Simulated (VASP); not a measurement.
# TlBr (Pm-3m) in VASP: notebook, part 3 of 3

VASP 6.6.1. Earlier steps stand in the parts before.

## Step 5: Single point, r2SCAN (30.92 Å³/atom)

This run uses another cell than the first one, of 30.92 Å³/atom.

POSCAR

```
TlBr
1.0
    3.9545510642      0.0000000000      0.0000000000
    0.0000000000      3.9545510642      0.0000000000
    0.0000000000      0.0000000000      3.9545510642
Tl Br
1 1
Direct
    0.0000000000      0.0000000000      0.0000000000
    0.5000000000      0.5000000000      0.5000000000
```

INCAR.step1

```
SYSTEM = TlBr
PREC = Accurate
ENCUT = 550
ISMEAR = 0
SIGMA = 0.01
LREAL = .FALSE.
LASPH = .TRUE.
NELM = 120
NBANDS = 17
GGA = PE
ALGO = Normal
EDIFF = 1E-5
LWAVE = .TRUE.
LCHARG = .FALSE.
GGA_COMPAT = .FALSE.
```

INCAR.step2

```
SYSTEM = TlBr
PREC = Accurate
ENCUT = 550
EDIFF = 1E-6
ISMEAR = 0
SIGMA = 0.01
LREAL = .FALSE.
LASPH = .TRUE.
NELM = 120
ALGO = Normal
ISIF = 2
LWAVE = .FALSE.
LCHARG = .FALSE.
METAGGA = R2SCAN
LMIXTAU = .TRUE.
NBANDS = 17
ISTART = 1
GGA_COMPAT = .FALSE.
```

KPOINTS

```
regular mesh
0
G
  6 6 6
  0 0 0
```

Potentials or basis: VASP PAW PBE potentials, release 64 (Tl_d, Br).

Run with:

```sh
cat potpaw_PBE.64/Tl_d/POTCAR potpaw_PBE.64/Br/POTCAR > POTCAR
cp INCAR.step1 INCAR
mpirun -np 1 vasp_std > vasp.out
cp INCAR.step2 INCAR
mpirun -np 1 vasp_std > vasp.out
```

OUTCAR:

```text
SYSTEM = TlBr
   PREC = Accurate
   ENCUT = 550
   EDIFF = 1E-6
   ISMEAR = 0
   LREAL = .FALSE.
   LASPH = .TRUE.
   NELM = 120
   ISIF = 2
   METAGGA = R2SCAN
   ISTART = 1

 ion  position               nearest neighbor table
   1  0.000  0.000  0.000-   2 3.42   2 3.42   2 3.42   2 3.42   2 3.42   2 3.42   2 3.42   2 3.42

   2  0.500  0.500  0.500-   1 3.42   1 3.42   1 3.42   1 3.42   1 3.42   1 3.42   1 3.42   1 3.42

  LATTYP: Found a simple cubic cell.
 ALAT       =     3.9545510642

  Lattice vectors:

 A1 = (   3.9545510642,   0.0000000000,   0.0000000000)
 A2 = (   0.0000000000,   3.9545510642,   0.0000000000)
 A3 = (   0.0000000000,   0.0000000000,   3.9545510642)

Analysis of symmetry for initial positions (statically):
=====================================================================
 Subroutine PRICEL returns:
 Original cell was already a primitive cell.

 Routine SETGRP: Setting up the symmetry group for a
 simple cubic supercell.

 Subroutine GETGRP returns: Found 48 space group operations
 (whereof 48 operations were pure point group operations)
 out of a pool of 48 trial point group operations.

The static configuration has the point symmetry O_h .

Analysis of symmetry for dynamics (positions and initial velocities):
=====================================================================
 Subroutine PRICEL returns:
 Original cell was already a primitive cell.

 Routine SETGRP: Setting up the symmetry group for a
 simple cubic supercell.

 Subroutine GETGRP returns: Found 48 space group operations
 (whereof 48 operations were pure point group operations)
 out of a pool of 48 trial point group operations.

The dynamic configuration has the point symmetry O_h .

 Subroutine INISYM returns: Found 48 space group operations
 (whereof 48 operations are pure point group operations),
 and found     1 'primitive' translations

----------------------------------------------------------------------------------------

                                     Primitive cell

  volume of cell :      61.8431

  direct lattice vectors                    reciprocal lattice vectors
     3.954551064  0.000000000  0.000000000     0.252873205  0.000000000  0.000000000
     0.000000000  3.954551064  0.000000000     0.000000000  0.252873205  0.000000000
     0.000000000  0.000000000  3.954551064     0.000000000  0.000000000  0.252873205

  length of vectors
     3.954551064  3.954551064  3.954551064     0.252873205  0.252873205  0.252873205

  position of ions in fractional coordinates (direct lattice)
     0.000000000  0.000000000  0.000000000
     0.500000000  0.500000000  0.500000000

  ion indices of the primitive-cell ions
   primitive index   ion index
                 1           1
                 2           2

----------------------------------------------------------------------------------------

 KPOINTS: regular mesh

Automatic generation of k-mesh.
 Grid dimensions read from file:
 generate k-points for:    6    6    6

 Generating k-lattice:

  Cartesian coordinates                     Fractional coordinates (reciprocal lattice)
     0.042145534  0.000000000  0.000000000     0.166666667  0.000000000  0.000000000
     0.000000000  0.042145534  0.000000000     0.000000000  0.166666667  0.000000000
     0.000000000  0.000000000  0.042145534     0.000000000  0.000000000  0.166666667

  Length of vectors
     0.042145534  0.042145534  0.042145534

  Shift w.r.t. Gamma in fractional coordinates (k-lattice)
     0.000000000  0.000000000  0.000000000

 Subroutine IBZKPT returns following result:
 ===========================================

 Found     20 irreducible k-points:

 Following reciprocal coordinates:
            Coordinates               Weight
  0.000000  0.000000  0.000000      1.000000
  0.166667  0.000000  0.000000      6.000000
  0.333333  0.000000  0.000000      6.000000
  0.500000  0.000000  0.000000      3.000000
  0.166667  0.166667  0.000000     12.000000
  0.333333  0.166667  0.000000     24.000000
[... 12 lines left out ...]
  0.500000  0.500000  0.333333      6.000000
  0.500000  0.500000  0.500000      1.000000
   k-points           NKPTS =     20   k-points in BZ     NKDIM =     20   number of bands    NBANDS=     17
   number of dos      NEDOS =    301   number of ions     NIONS =      2
   total plane-waves  NPLWV =  27000
   dimension x,y,z NGX =    30 NGY =   30 NGZ =   30
   dimension x,y,z NGXF=    60 NGYF=   60 NGZF=   60
   ions per type =               1   1
   NGX,Y,Z   is equivalent  to a cutoff of  12.61, 12.61, 12.61 a.u.
   NGXF,Y,Z  is equivalent  to a cutoff of  25.22, 25.22, 25.22 a.u.
 SYSTEM =  TlBr
   PREC   = accura    normal or accurate (medium, high low for compatibility)
   ISTART =      1    job   : 0-new  1-cont  2-samecut
   ICHARG =      0    charge: 1-file 2-atom 10-const
   ISPIN  =      1    spin polarized calculation?
   LNONCOLLINEAR =      F non collinear calculations
   LSORBIT =      F    spin-orbit coupling
   LASPH  =      T    aspherical Exc in radial PAW
   ENCUT  =  550.0 eV  40.42 Ry    6.36 a.u.   7.56  7.56  7.56*2*pi/ulx,y,z
   NELM   =    120;   NELMIN=  2; NELMDL=  0     # of ELM steps
   EDIFF  = 0.1E-05   stopping-criterion for ELM
   LREAL  =      F    real-space projection
[... 7 lines left out ...]
   TEBEG  =    0.0;   TEEND  =   0.0 temperature during run
   PSTRESS=    0.0 pullay stress
   NELECT =      20.0000    total number of electrons
   NUPDOWN=      -1.0000    fix difference up-down
   EMIN   =  10.00;   EMAX   =-10.00  energy-range for DOS
   EFERMI =   0.00;   METHOD = LEGACY
   ISMEAR =     0;   SIGMA  =   0.01  broadening in eV -4-tet -1-fermi 0-gaus
   EFERMI_NEDOS =   21; number of points for ismear=-14 and -15
   IALGO  =     38    algorithm
   IMIX   =      4    mixing-type and parameters
     AMIX     =   0.40;   BMIX     =  1.00
     AMIX_MAG =   1.60;   BMIX_MAG =  1.00
  volume/ion in A,a.u.               =      30.92       208.67
  Fermi-wavevector in a.u.,A,eV,Ry     =   1.123710  2.123504 17.180410  1.262725
  Thomas-Fermi vector in A             =   2.260378
   LORBIT       =      0    0 simple, 1 ext, 2 COOP (PROOUT), +10 PAW based schemes
   METAGGA = R2SCAN    functional components
   LHFCALC =     F    Hartree Fock is set to
   AEXX    =    0.0000 exact exchange contribution
   IVDW    =     0    specifies the selected vdW correction
   LEPSILON=     F    determine dielectric tensor
   LRPA    =     F    only Hartree local field effects (RPA)
 non-spin polarized calculation
 Gauss-broadening in eV      SIGMA  =   0.01
  energy-cutoff  :      550.00
  volume of cell :       61.84
 maximum number of plane-waves:      1856
   NGX = 15   NGY = 15   NGZ = 15

 number of electron      20.0000002 magnetization

 Free energy of the ion-electron system (eV)
  ---------------------------------------------------
  ext. energy  EPLUGINS =         0.00000000
  ---------------------------------------------------
  free energy    TOTEN  =       -68.37585703 eV

  energy without entropy =      -68.37585703  energy(sigma->0) =      -68.37585703

 E-fermi :   2.3613     XC(G=0):  -9.5231

 val. band max:        2.2947350325   @ k =   0.5000   0.0000   0.0000
 cond. band min:       4.5473420061   @ k =   0.5000   0.0000   0.0000
 fundamental gap:      2.2526069736
 Fermi energy:         2.3612818271

 k-point     1 :       0.0000    0.0000    0.0000
  band No.  band energies     occupation
      1     -12.0608      2.00000
      2      -8.2083      2.00000
      3      -8.2083      2.00000
      4      -8.0165      2.00000
      5      -8.0165      2.00000
      6      -8.0165      2.00000
[... 9 lines left out ...]
     16      14.4241      0.00000
     17      16.4792      0.00000

 k-point     2 :       0.1667    0.0000    0.0000
  band No.  band energies     occupation
      1     -11.9995      2.00000
      2      -8.2056      2.00000
      3      -8.1734      2.00000
      4      -8.0328      2.00000
      5      -8.0328      2.00000
      6      -8.0150      2.00000
[... 9 lines left out ...]
     16      15.8053      0.00000
     17      16.1491      0.00000
[... 341 lines left out ...]
 k-point    20 :       0.5000    0.5000    0.5000
  band No.  band energies     occupation
      1     -11.4704      2.00000
      2      -8.1602      2.00000
      3      -8.1602      2.00000
      4      -8.1602      2.00000
      5      -7.9632      2.00000
      6      -7.9632      2.00000
[... 9 lines left out ...]
     16      16.1565      0.00000
     17      19.7585      0.00000

------------------------ aborting loop because EDIFF is reached ----------------------------------------

  FORCE on cell =-STRESS in cart. coord.  units (eV):
  Direction    XX          YY          ZZ          XY          YZ          ZX
  --------------------------------------------------------------------------------------
  -------------------------------------------------------------------------------------
  Total        0.3193307      0.3193307      0.3193307     -0.0000000     -0.0000000     -0.0000000
  in kB        8.2729357      8.2729357      8.2729357     -0.0000000     -0.0000000     -0.0000000
  external PRESSURE =       8.2729357 kB  Pullay stress =       0.0000000 kB

 VOLUME and BASIS-vectors are now :
 -----------------------------------------------------------------------------
  energy-cutoff  :      550.00
  volume of cell :       61.84
      direct lattice vectors                 reciprocal lattice vectors
     3.954551064  0.000000000  0.000000000     0.252873205  0.000000000  0.000000000
     0.000000000  3.954551064  0.000000000     0.000000000  0.252873205  0.000000000
     0.000000000  0.000000000  3.954551064     0.000000000  0.000000000  0.252873205

 POSITION                                       TOTAL-FORCE (eV/Angst)
 -----------------------------------------------------------------------------------
      0.00000      0.00000      0.00000         0.000000      0.000000      0.000000
      1.97728      1.97728      1.97728         0.000000      0.000000      0.000000
 -----------------------------------------------------------------------------------
    total drift:                               -0.000000     -0.000000     -0.000000

  FREE ENERGIE OF THE ION-ELECTRON SYSTEM (eV)
  ---------------------------------------------------
  free  energy   TOTEN  =       -68.3758570279 eV

  energy  without entropy=      -68.3758570279  energy(sigma->0) =      -68.37585703
```

Wall time 94 s (1 thread of AMD EPYC 7R43 (Zen 3), shared host); peak memory 0.15 GiB.

Results:

- Free energy: -68.3759 eV
- Pressure: 0.8 GPa
- Band gap on the k mesh: 2.25 eV

Levels at points of the mesh, in eV from the valence-band top:
```csv
k point,band 8,band 9,band 10,band 11,band 12,band 13
"(0.00, 0.00, 0.00)",-1.45,-1.45,-1.45,7.50,7.50,7.80
"(0.50, 0.00, 0.00)",-0.94,-0.94,0.00,2.25,6.23,6.23
"(0.50, 0.50, 0.00)",-3.12,-3.12,-0.85,5.29,5.29,7.94
"(0.50, 0.50, 0.50)",-2.10,-2.10,-2.10,2.43,2.43,2.43
```

Caveat: the PAW data sets were made with another functional, which shifts forces and pressure a little; spin-orbit coupling is left out, which moves the levels of the heavy elements. A k mesh can miss the band edges.

## Step 6: Single point, r2SCAN

This run uses another cell than the first one, of 31.88 Å³/atom.

POSCAR

```
TlBr
1.0
    3.9949064133      0.0000000000      0.0000000000
    0.0000000000      3.9949064133      0.0000000000
    0.0000000000      0.0000000000      3.9949064133
Tl Br
1 1
Direct
    0.0000000000      0.0000000000      0.0000000000
    0.5000000000      0.5000000000      0.5000000000
```

INCAR.step1

```
SYSTEM = TlBr
  ALGO = Normal
  EDIFF = 1E-5
  ENCUT = 550
  GGA = PE
  GGA_COMPAT = .False.
  ISMEAR = 0
  LASPH = .True.
  LCHARG = .False.
  LREAL = .False.
  LWAVE = .True.
  NBANDS = 17
  NELM = 120
  PREC = Accurate
  SIGMA = 0.01
```

INCAR.step2

```
SYSTEM = TlBr
  ALGO = Normal
  EDIFF = 1E-6
  ENCUT = 550
  GGA_COMPAT = .False.
  ISIF = 2
  ISMEAR = 0
  ISTART = 1
  LASPH = .True.
  LCHARG = .False.
  LMIXTAU = .True.
  LREAL = .False.
  LWAVE = .False.
  METAGGA = R2SCAN
  NBANDS = 17
  NELM = 120
  PREC = Accurate
  SIGMA = 0.01
```

KPOINTS

```
k-points
0
Gamma
  6 6 6
  0 0 0
```

Potentials or basis: VASP PAW PBE potentials, release 64 (Tl_d, Br).

Run with:

```sh
cat potpaw_PBE.64/Tl_d/POTCAR potpaw_PBE.64/Br/POTCAR > POTCAR
cp INCAR.step1 INCAR
mpirun -np 1 vasp_std > vasp.out
cp INCAR.step2 INCAR
mpirun -np 1 vasp_std > vasp.out
```

OUTCAR:

```text
SYSTEM = TlBr
   EDIFF = 1E-6
   ENCUT = 550
   ISIF = 2
   ISMEAR = 0
   ISTART = 1
   LASPH = .True.
   LREAL = .False.
   METAGGA = R2SCAN
   NELM = 120
   PREC = Accurate

 ion  position               nearest neighbor table
   1  0.000  0.000  0.000-   2 3.46   2 3.46   2 3.46   2 3.46   2 3.46   2 3.46   2 3.46   2 3.46

   2  0.500  0.500  0.500-   1 3.46   1 3.46   1 3.46   1 3.46   1 3.46   1 3.46   1 3.46   1 3.46

  LATTYP: Found a simple cubic cell.
 ALAT       =     3.9949064133

[... 584 lines left out ...]

  FORCE on cell =-STRESS in cart. coord.  units (eV):
  Direction    XX          YY          ZZ          XY          YZ          ZX
  --------------------------------------------------------------------------------------
  -------------------------------------------------------------------------------------
  Total        0.0046116      0.0046116      0.0046116     -0.0000000     -0.0000000      0.0000000
  in kB        0.1158899      0.1158899      0.1158899     -0.0000000     -0.0000000      0.0000000
  external PRESSURE =       0.1158899 kB  Pullay stress =       0.0000000 kB

 VOLUME and BASIS-vectors are now :
 -----------------------------------------------------------------------------
  energy-cutoff  :      550.00
  volume of cell :       63.76
      direct lattice vectors                 reciprocal lattice vectors
     3.994906413  0.000000000  0.000000000     0.250318755  0.000000000  0.000000000
     0.000000000  3.994906413  0.000000000     0.000000000  0.250318755  0.000000000
     0.000000000  0.000000000  3.994906413     0.000000000  0.000000000  0.250318755

 POSITION                                       TOTAL-FORCE (eV/Angst)
 -----------------------------------------------------------------------------------
      0.00000      0.00000      0.00000         0.000000      0.000000      0.000000
      1.99745      1.99745      1.99745         0.000000      0.000000      0.000000
 -----------------------------------------------------------------------------------
    total drift:                                0.000000      0.000000     -0.000000

  FREE ENERGIE OF THE ION-ELECTRON SYSTEM (eV)
  ---------------------------------------------------
  free  energy   TOTEN  =       -68.3811501282 eV

  energy  without entropy=      -68.3811501282  energy(sigma->0) =      -68.38115013
```

Run time: 1.7 min. Hardware: 1 thread of AMD EPYC 7R43 (Zen 3), shared host; peak memory 0.16 GiB.

Results:

| Item | Value |
| --- | --- |
| Free energy | -68.3812 eV |
| Pressure | 0.0 GPa |
| Band gap on the k mesh | 2.33 eV |

Levels at points of the mesh, in eV from the valence-band top:
```csv
k point,band 8,band 9,band 10,band 11,band 12,band 13
"(0.00, 0.00, 0.00)",-1.31,-1.31,-1.31,7.59,7.59,7.70
"(0.50, 0.00, 0.00)",-0.83,-0.83,0.00,2.33,6.24,6.24
"(0.50, 0.50, 0.00)",-2.90,-2.90,-0.74,5.26,5.26,7.85
"(0.50, 0.50, 0.50)",-1.94,-1.94,-1.94,2.56,2.56,2.56
```

Caveat: the PAW data sets were made with another functional, which shifts forces and pressure a little; spin-orbit coupling is left out, which moves the levels of the heavy elements. A k mesh can miss the band edges.

## Step 7: Overview

| level | cell | cutoff (eV) | gap on the mesh (eV) | pressure (GPa) |
| --- | --- | --- | --- | --- |
| PBE | a = 4.092 Å, 2 atoms | 500 | 2.07 | -0.6 |
| PBE | a = 4.132 Å, 2 atoms | 500 | 2.13 | -1.0 |
| r2SCAN | a = 3.913 Å, 2 atoms | 550 | 2.17 | 1.8 |
| r2SCAN | a = 3.955 Å, 2 atoms | 550 | 2.25 | 0.8 |
| r2SCAN | a = 3.995 Å, 2 atoms | 550 | 2.33 | 0.0 |

Alike in all rows: task single point; potentials or basis VASP PAW PBE potentials, release 64 (Tl_d, Br); no spin polarisation; k mesh 6 × 6 × 6; smearing gaussian 0.01 eV.

Caveats: spin-orbit coupling is left out, which moves the levels of the heavy elements; the PAW data sets were made with another functional, which shifts forces and pressure a little (at least some runs).

Absolute energies hang on the potentials; compare differences alone.
